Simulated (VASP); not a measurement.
A run of VASP 6.6.1:

INCAR

```
SYSTEM = Ta4H3
PREC = Accurate
ENCUT = 520
EDIFF = 1E-6
ISMEAR = 0
SIGMA = 0.2
LREAL = .FALSE.
LASPH = .TRUE.
NELM = 100
ALGO = Normal
ISIF = 2
LWAVE = .FALSE.
LCHARG = .FALSE.
GGA = PE
NBANDS = 60
```

KPOINTS

```
regular mesh
0
G
  3 3 3
  0 0 0
```

File POSCAR:

```
Ta4H3
1.0
   -3.4261336389      3.4261336389      3.4261336389
    3.4261336389     -3.4261336389      3.4261336389
    3.4261336389      3.4261336389     -3.4261336389
Ta H
8 6
Direct
    0.0033599044      0.0033599044      0.0033599044
    0.5000000000      0.0000000000      0.9966400956
    0.9966400956      0.5000000000      0.0000000000
    0.0000000000      0.9966400956      0.5000000000
    0.0000000000      0.4966400956      0.5000000000
    0.5000000000      0.0000000000      0.4966400956
    0.4966400956      0.5000000000      0.0000000000
    0.5033599044      0.5033599044      0.5033599044
    0.1250000000      0.7500000000      0.8750000000
    0.7500000000      0.8750000000      0.1250000000
    0.8750000000      0.1250000000      0.7500000000
    0.6250000000      0.3750000000      0.2500000000
    0.2500000000      0.6250000000      0.3750000000
    0.3750000000      0.2500000000      0.6250000000
```

Potentials or basis: VASP PAW PBE potentials, release 64 (Ta_pv, H).

Launch:

```sh
$ cat potpaw_PBE.64/Ta_pv/POTCAR potpaw_PBE.64/H/POTCAR > POTCAR
$ mpirun -np 1 vasp_std > vasp.out
```

Hardware: 1 thread of Intel(R) Xeon(R) 6975P-C (Granite Rapids) (shared host).

Task: Estimate the wall time of this run.

Result: Run time: 37 s on 1 thread of Intel(R) Xeon(R) 6975P-C (Granite Rapids), on a shared host, peak memory 0.31 GiB. Counts: scf iterations 13, k points 4.
